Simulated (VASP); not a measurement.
The system is Li3HS.

```
S H Li
1.0
     3.85189    0.00000    0.00000
     0.00000    3.85189    0.00000
     0.00000    0.00000    3.85189
S H Li
1 1 3
Direct
  0.50000 0.50000 0.50000
  0.00000 0.00000 0.00000
  0.50000 0.00000 0.00000
  0.00000 0.50000 0.00000
  0.00000 0.00000 0.50000
```

- Program: VASP 6.6.1
- Task: relaxation of cell and atoms
- Functional: PBE
- Potentials or basis: VASP PAW PBE potentials, release 64 (S, H, Li_sv)
- Cutoff: 600 eV
- k mesh: 6 × 6 × 6
- Occupations: gaussian, width 0.02 eV
- Spin: no spin polarisation

At the start: pressure -1.8 GPa; volume 11.43 Å³/atom.

Q: How do energy, volume and symmetry change on relaxing?

A: Over 3 steps the energy falls by 2.9 meV/atom and the volume is 10.92 Å³/atom (-4.5 %); space group Pm-3m (No. 221, to 0.05 Å).

The path:
```csv
step,energy change (eV),largest force (eV/Å),pressure (GPa),volume (Å³)
1,0.0000,0.0000,-1.81,57.15
2,-0.0096,0.0000,-1.08,56.09
3,-0.0144,0.0000,0.06,54.59
```

Final structure:
```cif
data_structure
_symmetry_space_group_name_H-M 'P 1'
_symmetry_Int_Tables_number 1
_cell_length_a 3.7936
_cell_length_b 3.7936
_cell_length_c 3.7936
_cell_angle_alpha 90.000
_cell_angle_beta 90.000
_cell_angle_gamma 90.000
_cell_volume 54.59
loop_
_atom_site_label
_atom_site_type_symbol
_atom_site_fract_x
_atom_site_fract_y
_atom_site_fract_z
_atom_site_occupancy
S1 S 0.50000 0.50000 0.50000 1
H1 H 0.00000 0.00000 0.00000 1
Li1 Li 0.50000 0.00000 0.00000 1
Li2 Li 0.00000 0.50000 0.00000 1
Li3 Li 0.00000 0.00000 0.50000 1
```

Caveat: the cutoff is under 1.25 times the usual one of these potentials, so pressure, stress and relaxed cells hold a basis-set (Pulay) error.
